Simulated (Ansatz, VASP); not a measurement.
# Two plane-wave programs on Al2Cu

```
CELL_PARAMETERS angstrom
0.00000 2.18102 6.54307
1.54222 0.00000 6.54307
1.54222 2.18102 0.00000
ATOMIC_POSITIONS crystal
Al 0.83333 0.83333 0.16667
Al 0.16667 0.16667 0.83333
Cu 0.50000 0.50000 0.50000
```

Alike in both runs: task relaxation of cell and atoms; functional PBE; k mesh 8 × 8 × 8; occupations gaussian, width 0.1 eV; no spin polarisation.

```csv
,VASP,Ansatz
version,VASP 6.6.1,Ansatz 0.2.0
potentials or method,"VASP PAW PBE potentials, release 64 (Al, Cu), cutoff 600 eV","scalar-relativistic, plane waves, PAW"
valence electrons in the cell,17,25
```

Ansatz gave:

| Property | Result |
| --- | --- |
| gap on the k mesh at the Fermi level, each at its own relaxed structure (eV) | none |
| relaxed volume (Å³/atom) | 14.97 |
| relaxed cell length with the largest relative difference (Å) | 6.997 |

Task: What did VASP give for the same quantities?

Result: gap on the k mesh at the Fermi level, each at its own relaxed structure (eV): none; relaxed volume (Å³/atom): 14.97; relaxed cell length with the largest relative difference (Å): 6.880.

A gap of «none» marks a metal or a gap that the smearing closes. VASP's potentials hold 17 valence electrons a cell and Ansatz's 25, so a difference there can come from the potentials and not from the codes.
